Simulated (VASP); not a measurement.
# GaP (kx) (F-43m) in VASP: vibrations by perturbation theory with LDA

Aim: the vibrations by perturbation theory of GaP (kx) with LDA.

Everything below comes from runs of VASP 6.6.1. Logs are shortened: lines on timing, memory, paths and dates and some standing lists are left out, and cuts for length are marked.

## 1. The cell of the first run

It takes space group F-43m (No. 216, cubic). Conventional cell: a = 5.452 Å, b = 5.452 Å, c = 5.452 Å, α = 90.00°, β = 90.00°, γ = 90.00°. Within 3.1 Å of Ga (site symmetry -43m) lie 4 P at 2.36 Å. Within 3.1 Å of P (site symmetry -43m) lie 4 Ga at 2.36 Å.

## 2. Vibrations by perturbation theory, LDA

The input, INCAR:

```
  PREC = Accurate
  ENCUT = 500
  EDIFF = 1E-8
  ISMEAR = 0
  SIGMA = 0.01
  LREAL = F
  LASPH = T
  NELM = 120
  ALGO = Normal
  ISIF = 2
  LWAVE = F
  LCHARG = F
  IBRION = 8
  NSW = 1
  LEPSILON = T
  GGA_COMPAT = F
```

The input, KPOINTS:

```
Automatic mesh
0
Gamma
  8 8 8
```

The input, POSCAR:

```
GaP
1.0
    0.0000000000      2.7258124900      2.7258124900
    2.7258124900      0.0000000000      2.7258124900
    2.7258124900      2.7258124900      0.0000000000
Ga P
1 1
Direct
    0.0000000000      0.0000000000      0.0000000000
    0.7500000000      0.7500000000      0.7500000000
```

Potentials or basis: VASP PAW LDA potentials, release 64 (Ga_d, P).

On the command line:

```
> cat potpaw_LDA.64/Ga_d/POTCAR potpaw_LDA.64/P/POTCAR > POTCAR
> mpirun -np 1 vasp_std > vasp.out
```

OUTCAR:

```text
PREC = Accurate
   ENCUT = 500
   EDIFF = 1E-8
   ISMEAR = 0
   LREAL = F
   LASPH = T
   NELM = 120
   ISIF = 2
   IBRION = 8
   NSW = 1
   LEPSILON = T

 ion  position               nearest neighbor table
   1  0.000  0.000  0.000-   2 2.36   2 2.36   2 2.36   2 2.36
   2  0.750  0.750  0.750-   1 2.36   1 2.36   1 2.36   1 2.36

  LATTYP: Found a face centered cubic cell.
 ALAT       =     5.4516249800

  Lattice vectors:

 A1 = (   0.0000000000,   2.7258124900,   2.7258124900)
 A2 = (   2.7258124900,   0.0000000000,   2.7258124900)
 A3 = (   2.7258124900,   2.7258124900,   0.0000000000)

Analysis of symmetry for initial positions (statically):
=====================================================================
 Subroutine PRICEL returns:
 Original cell was already a primitive cell.

 Routine SETGRP: Setting up the symmetry group for a
 face centered cubic supercell.

 Subroutine GETGRP returns: Found 24 space group operations
 (whereof 24 operations were pure point group operations)
 out of a pool of 48 trial point group operations.

The static configuration has the point symmetry T_d .

Analysis of symmetry for dynamics (positions and initial velocities):
=====================================================================
 Subroutine PRICEL returns:
 Original cell was already a primitive cell.

 Routine SETGRP: Setting up the symmetry group for a
 face centered cubic supercell.

 Subroutine GETGRP returns: Found 24 space group operations
 (whereof 24 operations were pure point group operations)
 out of a pool of 48 trial point group operations.

The dynamic configuration has the point symmetry T_d .

 Subroutine INISYM returns: Found 24 space group operations
 (whereof 24 operations are pure point group operations),
 and found     1 'primitive' translations

----------------------------------------------------------------------------------------

[... 613 lines left out ...]
     0.00000  0.00797  6.41660
     0.00000  6.41660  0.00797

 MACROSCOPIC STATIC DIELECTRIC TENSOR (including local field effects in DFT)
 ------------------------------------------------------
          11.920185     0.000000     0.000000
          -0.000000    11.920185    -0.000000
           0.000000    -0.000000    11.920185
 ------------------------------------------------------

 PIEZOELECTRIC TENSOR (including local field effects)  for field in x, y, z        (e  Angst)
          XX          YY          ZZ          XY          YZ          ZX
  --------------------------------------------------------------------------------
  x     0.00000    -0.00000    -0.00000     0.00000     2.05234     0.00000
  y     0.00000     0.00000    -0.00000    -0.00000     0.00000     2.05234
  z     0.00000     0.00000     0.00000     2.05234    -0.00000     0.00000

 PIEZOELECTRIC TENSOR (including local field effects)  for field in x, y, z        (C/m^2)
          XX          YY          ZZ          XY          YZ          ZX
  --------------------------------------------------------------------------------
  x     0.00000    -0.00000    -0.00000     0.00000     0.81179     0.00000
  y     0.00000     0.00000    -0.00000    -0.00000     0.00000     0.81179
  z     0.00000     0.00000     0.00000     0.81179    -0.00000     0.00000

 BORN EFFECTIVE CHARGES (including local field effects) (in |e|, cummulative output)
 ---------------------------------------------------------------------------------
 ion    1
    1     2.18056     0.00000     0.00000
    2     0.00000     2.18056     0.00000
    3     0.00000    -0.00000     2.18056
 ion    2
    1    -2.18056     0.00000     0.00000
    2     0.00000    -2.18056     0.00000
    3    -0.00000     0.00000    -2.18056

 INTERNAL STRAIN TENSOR FOR ION    2 for displacements in x,y,z  (eV/Angst):
          X           Y           Z          XY          YZ          ZX
  --------------------------------------------------------------------------------
  x     0.00000     0.00000     0.00000     0.00000     6.41660     0.00000
  y     0.00000     0.00000     0.00000     0.00000     0.00000     6.41660
  z     0.00000     0.00000     0.00000     6.41660     0.00000     0.00000

 SECOND DERIVATIVES (NOT SYMMETRIZED)
 ------------------------------------
               1X          1Y          1Z          2X          2Y          2Z
  1X    -9.720370    0.000000    0.000000    9.720370    0.000000    0.000000
  1Y     0.000000   -9.720370    0.000000    0.000000    9.720370    0.000000
  1Z     0.000000    0.000000   -9.720370    0.000000    0.000000    9.720370
  2X     9.680309    0.000000    0.000000   -9.680309    0.000000    0.000000
  2Y     0.000000    9.680309    0.000000    0.000000   -9.680309    0.000000
  2Z     0.000000    0.000000    9.680309    0.000000    0.000000   -9.680309

 Eigenvectors and eigenvalues of the dynamical matrix
 ----------------------------------------------------

   1 f  =   10.509774 THz    66.034856 2PiTHz  350.568315 cm-1    43.464912 meV
             X         Y         Z           dx          dy          dz
      0.000000  0.000000  0.000000     0.555407   -0.000000    0.000000
      4.088719  4.088719  4.088719    -0.831579   -0.000000    0.000000
[... 21 lines left out ...]
   6 f/i=    0.010023 THz     0.062978 2PiTHz    0.334338 cm-1     0.041453 meV
             X         Y         Z           dx          dy          dz
      0.000000  0.000000  0.000000     0.390188   -0.663721   -0.314247
      4.088719  4.088719  4.088719     0.260604   -0.443296   -0.209883

--------------------------------------------------------------------------------------------------------

 MACROSCOPIC STATIC DIELECTRIC TENSOR IONIC CONTRIBUTION
 ------------------------------------------------------
           2.189763     0.000000     0.000000
           0.000000     2.189763    -0.000000
           0.000000    -0.000000     2.189763
 ------------------------------------------------------

 ELASTIC MODULI CONTR FROM IONIC RELAXATION (kBar)
 Direction    XX          YY          ZZ          XY          YZ          ZX
 --------------------------------------------------------------------------------
 XX           0.0000      0.0000      0.0000      0.0000      0.0000      0.0000
 YY           0.0000      0.0000      0.0000      0.0000      0.0000      0.0000
 ZZ           0.0000      0.0000      0.0000      0.0000      0.0000      0.0000
 XY           0.0000      0.0000      0.0000   -166.1601      0.0000      0.0000
 YZ           0.0000      0.0000      0.0000      0.0000   -166.1601      0.0000
 ZX           0.0000      0.0000      0.0000      0.0000      0.0000   -166.1601
 --------------------------------------------------------------------------------

 PIEZOELECTRIC TENSOR IONIC CONTR  for field in x, y, z        (C/m^2)
          XX          YY          ZZ          XY          YZ          ZX
  --------------------------------------------------------------------------------
  x     0.00000     0.00000     0.00000     0.00000    -0.56759     0.00000
  y     0.00000     0.00000     0.00000     0.00000     0.00000    -0.56759
  z     0.00000     0.00000     0.00000    -0.56759    -0.00000     0.00000
```

OSZICAR:

```text
N       E                     dE             d eps       ncg     rms          rms(c)
DAV:   1     0.780260322229E+02    0.78026E+02   -0.92815E+03   754   0.192E+03
DAV:   2    -0.497996197642E+01   -0.83006E+02   -0.80738E+02   824   0.327E+02
DAV:   3    -0.106523106560E+02   -0.56723E+01   -0.56474E+01   939   0.733E+01
[... 202 lines left out ...]
RMM:   8    -0.475882652185E-01    0.19917E-05    0.70173E-07  4804   0.141E-03    0.108E-04
RMM:   9    -0.475879953584E-01    0.26986E-06   -0.55679E-09  4886   0.376E-04    0.133E-04
RMM:  10    -0.475876426148E-01    0.35274E-06    0.14757E-08  4755   0.145E-04    0.934E-06
RMM:  11    -0.475877101158E-01   -0.67501E-07    0.60507E-09  4890   0.553E-05    0.424E-06
RMM:  12    -0.475877278974E-01   -0.17782E-07    0.49617E-09  4896   0.231E-05    0.857E-07
RMM:  13    -0.475877229387E-01    0.49587E-08    0.64441E-09  4599   0.950E-06    0.116E-06
 Linear response finished
```

stdout:

```text
POSCAR found type information on POSCAR GaP
 POSCAR found :  2 types and       2 ions
 scaLAPACK will be used
 LDA part: xc-table for (Slater(with rela. corr.)+CA(PZ))
 , standard interpolation
 POSCAR, INCAR and KPOINTS ok, starting setup
 FFT: planning ... GRIDC
 FFT: planning ... GRID_SOFT
 FFT: planning ... GRID
[... 24 lines left out ...]
 Linear response to external field, progress :
  Direction:   3
 dielectric tensor                  component  3 :     2.951     2.514    11.920
 Linear response DOF=           2
 Linear response progress:
 first order change of Fermi-energy   0.11947E-02
 force on displaced ion       1 direction 1 :  -9.720   0.000   0.000
 Born effective charge ion    1 direction 1 :   2.103   0.000   0.000
 Linear response progress:
 first order change of Fermi-energy  -0.90792E-03
 force on displaced ion       2 direction 1 :  -9.680  -0.000  -0.000
 Born effective charge ion    2 direction 1 :  -2.251   0.000   0.000
 Born effective charges drift removed
 Linear response finished
```

Wall time 3.1 min (1 thread of AMD EPYC 9R45 (Zen 5), shared host); peak memory 0.22 GiB.

Results:

```
Electronic dielectric tensor (diagonal)                 : 11.92
Born charges (mean of the diagonal)                     : Ga +2.18; P -2.18 e
Highest phonon frequency at Γ, LO-TO splitting left out : 351 cm⁻¹
```

Phonon frequencies in cm⁻¹ (negative: imaginary):
```
              q point        frequencies
(0.000, 0.000, 0.000)  0 0 0 351 351 351
```

Electronic dielectric tensor:
```
11.92  0.00  0.00
 0.00 11.92  0.00
 0.00  0.00 11.92
```

Born effective charge tensors (e):
atom 1, Ga
```
2.18 0.00 0.00
0.00 2.18 0.00
0.00 0.00 2.18
```
atom 2, P
```
-2.18  0.00  0.00
 0.00 -2.18  0.00
 0.00  0.00 -2.18
```

Caveat: the cell wasn't relaxed at this level first, which shifts response properties.
